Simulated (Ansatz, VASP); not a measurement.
One calculation of SiNi3, two programs

```
CELL_PARAMETERS angstrom
3.61147 0.00000 0.00000
0.00000 3.61147 0.00000
0.00000 0.00000 3.61147
ATOMIC_POSITIONS crystal
Ni 0.50000 0.50000 0.00000
Ni 0.50000 0.00000 0.50000
Ni 0.00000 0.50000 0.50000
Si 0.00000 0.00000 0.00000
```

Change from the starting cell: volume scaled by 1.06.

Alike in both runs: task single point; functional LDA; k mesh 8 × 8 × 8; occupations fermi-dirac, width 0.05 eV; collinear spin.

|  | VASP | Ansatz |
| --- | --- | --- |
| version | VASP 6.6.1 | Ansatz 0.2.0 |
| potentials or method | VASP PAW LDA potentials, release 64 (Ni, Si), cutoff 520 eV | all-electron LAPW, scalar-relativistic |

|  | VASP | Ansatz | Ansatz less VASP |
| --- | --- | --- | --- |
| gap on the k mesh at the Fermi level (eV) | none | none | - |
| pressure (GPa) | -27.6 | -28.0 | -0.41 |
| net moment per atom (μB) | 0.00 | 0.00 | 0.000 |

LDA's correlation is that of Perdew and Zunger in VASP and of Perdew and Wang (1992) in Ansatz. A gap of «none» marks a metal or a gap that the smearing closes. Ansatz ran all-electron here, and VASP with PAW potentials.
